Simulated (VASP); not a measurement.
Ga6GeTe:

```
CELL_PARAMETERS angstrom
4.61570 0.00000 0.00000
-2.30785 3.99732 0.00000
0.00000 0.00000 9.28609
ATOMIC_POSITIONS crystal
Ga 0.66667 0.33333 0.00000
Ga 0.33333 0.66667 0.18674
Ga 0.33333 0.66667 0.81326
Ga 0.66667 0.33333 0.72947
Ga 0.66667 0.33333 0.27053
Ga 0.00000 0.00000 0.00000
Ge 0.33333 0.66667 0.50000
Te 0.00000 0.00000 0.50000
```

The cell was generated, and may not be a known phase.

| Property | Result |
| --- | --- |
| Program | VASP 6.6.1 |
| Task | relaxation of cell and atoms |
| Functional | PBE |
| Potentials or basis | VASP PAW PBE potentials, release 64 (Ga_d, Ge_d, Te) |
| Cutoff | 600 eV |
| k mesh | 4 × 4 × 2 |
| Occupations | gaussian, width 0.2 eV |
| Spin | no spin polarisation |

At the start: pressure 4.2 GPa; volume 21.42 Å³/atom.

Q: How do energy, volume and symmetry change on relaxing?

A: Over 14 steps the energy falls by 98.1 meV/atom and the volume is 22.48 Å³/atom (+5.0 %); space group P-6m2 (No. 187, to 0.1 Å) before and after.

Step by step:
```tsv
step	energy change (eV)	largest force (eV/Å)	pressure (GPa)	volume (Å³)
1	0.0000	1.0460	4.17	171.33
2	-0.2794	0.7226	0.07	185.50
3	-0.2931	0.6439	-0.89	190.13
4	-0.3592	0.6054	-0.85	188.75
5	-0.5410	0.4871	-0.62	184.60
6	-0.7202	0.4379	0.76	176.30
7	-0.7220	0.3648	0.46	177.53
8	-0.7229	0.3912	0.55	177.09
9	-0.7494	0.2824	-0.50	180.88
10	-0.7508	0.3051	-0.49	180.17
11	-0.7753	0.1656	0.20	177.83
12	-0.7753	0.1663	0.20	177.82
13	-0.7841	0.0951	-0.25	179.45
14	-0.7846	0.0776	-0.35	179.87
```

Final structure:
```xyz
8
Lattice="4.8536 0.0000 0.0000 -2.4268 4.2034 0.0000 0.0000 0.0000 8.8164" Properties=species:S:1:pos:R:3 pbc="T T T"
Ga    2.4268    1.4011    0.0000
Ga    0.0000    2.8023    1.5976
Ga    0.0000    2.8023    7.2188
Ga    2.4268    1.4011    5.9171
Ga    2.4268    1.4011    2.8993
Ga    0.0000    0.0000    0.0000
Ge    0.0000    2.8023    4.4082
Te    0.0000    0.0000    4.4082
```

Caveat: the k points lie up to 0.37 Å⁻¹ apart in the final cell, too coarse for converged energies and pressures of a metal; the relaxation stopped at a loose force limit of 0.08 eV/Å, so its end isn't a converged minimum.
